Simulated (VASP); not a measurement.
The system is C.

```
CELL_PARAMETERS angstrom
2.53880 0.00000 0.00000
-1.26940 2.19867 0.00000
0.00000 0.00000 8.29165
ATOMIC_POSITIONS crystal
C 0.66667 0.33333 0.84375
C 0.33333 0.66667 0.34375
C 0.66667 0.33333 0.65625
C 0.33333 0.66667 0.15625
C 0.00000 0.00000 0.90625
C 0.00000 0.00000 0.40625
C 0.00000 0.00000 0.59375
C 0.00000 0.00000 0.09375
```

Base run:

```yaml
Program: VASP 6.6.1
Functional: BLYP
Dispersion: D4
Potentials_or_basis: VASP PAW PBE potentials, release 64 (C)
Cutoff: 520 eV
k_mesh: 12 × 12 × 4
Occupations: fermi-dirac, width 0.05 eV
Spin: no spin polarisation
```

Its results: band gap on the k mesh 4.70 eV, indirect (least direct gap 5.30 eV); pressure -6.7 GPa; largest force 0.324 eV/Å.

Question: The run is repeated on the same cell with these changes: functional from BLYP to PBEsol; dispersion from D4 to none. What comes out?

Answer: Band gap on the k mesh 4.23 eV, indirect (least direct gap 5.08 eV); pressure -11.7 GPa; largest force 0.317 eV/Å.

Several settings changed at once, so the effect can't be laid on one alone.

Caveats: the PAW data sets were made with another functional, which shifts forces and pressure a little.

A k mesh can miss the band edges.
